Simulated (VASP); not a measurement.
Write the native input for VASP 6.6.1 that does the following.

```
Task                   : single point
Functional             : PBEsol
Potentials or basis    : VASP PAW PBE potentials, release 64 (S)
Cutoff                 : 520 eV
k mesh                 : 6 × 6 × 6
Occupations            : gaussian, width 0.02 eV
Spin                   : no spin polarisation
Dipole correction      : no
Further INCAR settings : ALGO = Normal; EDIFF = 1e-06; NBANDS = 27
```

The structure of S lies in POSCAR:

```
S
1.0
    5.0671984093      2.9255483656      1.2846658635
   -5.0671984093      2.9255483656      1.2846658635
    0.0000000000     -5.8510967313      1.2846658636
S
6
Direct
    0.5834991156      0.3386300014      0.2233417169
    0.2233417169      0.5834991156      0.3386300014
    0.3386300014      0.2233417169      0.5834991156
    0.4165008844      0.6613699986      0.7766582831
    0.7766582831      0.4165008844      0.6613699986
    0.6613699986      0.7766582831      0.4165008844
```

The input as run:

INCAR

```
SYSTEM = S
PREC     = Accurate       ! precision mode
ENCUT    = 520            ! plane-wave cutoff, eV
EDIFF    = 1E-6           ! SCF threshold, eV
ISMEAR   = 0              ! smearing method
SIGMA    = 0.02           ! smearing width, eV
LREAL    = .False.        ! projectors in reciprocal space
LASPH    = .True.         ! aspherical terms in the spheres
NELM     = 60             ! most SCF steps
ALGO     = Normal         ! electronic algorithm
ISIF     = 2              ! what is computed and relaxed
LWAVE    = .False.        ! write WAVECAR
LCHARG   = .False.        ! write CHGCAR
GGA      = PS             ! functional
NBANDS   = 27             ! bands
```

KPOINTS

```
Automatic mesh
0
Gamma
  6 6 6
  0 0 0
```

Potentials or basis: VASP PAW PBE potentials, release 64 (S).

The run is started by

```bash
$ cat potpaw_PBE.64/S/POTCAR > POTCAR
$ mpirun -np 1 vasp_std > vasp.out
```

Results of the run:

* Pressure: 2.6 GPa
* Largest force: 0.102 eV/Å
* Band gap on the k mesh: 1.66 eV (least direct gap 1.71 eV)

Caveat: this functional lacks dispersion, which holds the molecules together, so the pressure and a relaxed volume are unreliable; the PAW data sets were made with another functional, which shifts forces and pressure a little.

Run time: 5.2 min on 1 thread of Oxide Virtual Turin-like Processor (shared host), peak memory 0.3 GiB.
